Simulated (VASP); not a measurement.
A run of VASP 6.6.1:

POSCAR

```
SrOs
1.0
    3.6665517742      0.0000000000      0.0000000000
    0.0000000000      3.6665517742      0.0000000000
    0.0000000000      0.0000000000      3.6665517742
Sr Os
1 1
Direct
    0.0000000000      0.0000000000      0.0000000000
    0.5000000000      0.5000000000      0.5000000000
```

INCAR.step1

```
SYSTEM = SrOs
  PREC = Accurate
  ENCUT = 520
  ISMEAR = 0
  SIGMA = 0.05
  LREAL = .FALSE.
  LASPH = .TRUE.
  NELM = 60
  NBANDS = 16
  GGA = PE
  ALGO = Normal
  EDIFF = 1E-4
  LWAVE = .TRUE.
  LCHARG = .FALSE.
```

The input INCAR.step2:

```
SYSTEM = SrOs
  PREC = Accurate
  ENCUT = 520
  EDIFF = 1E-6
  ISMEAR = 0
  SIGMA = 0.05
  LREAL = .FALSE.
  LASPH = .TRUE.
  NELM = 60
  ALGO = Normal
  ISIF = 2
  LWAVE = .FALSE.
  LCHARG = .FALSE.
  METAGGA = R2SCAN
  LMIXTAU = .TRUE.
  NBANDS = 16
  ISTART = 1
```

KPOINTS

```
regular mesh
0
G
  10 10 10
  0 0 0
```

Potentials or basis: VASP PAW PBE potentials, release 64 (Sr_sv, Os).

Run with:

```sh
$ cat potpaw_PBE.64/Sr_sv/POTCAR potpaw_PBE.64/Os/POTCAR > POTCAR
$ cp INCAR.step1 INCAR
$ mpirun -np 1 vasp_std > vasp.out
$ cp INCAR.step2 INCAR
$ mpirun -np 1 vasp_std > vasp.out
```

Hardware: 1 thread of AMD EPYC 7R43 64-Core Processor (Zen 3), with other jobs on the host.

Question: How long does it take, and how much memory?

Answer: Run time: 3.3 min on 1 thread of AMD EPYC 7R43 64-Core Processor (Zen 3) (shared host), peak memory 0.16 GiB. Counts: k points 56.
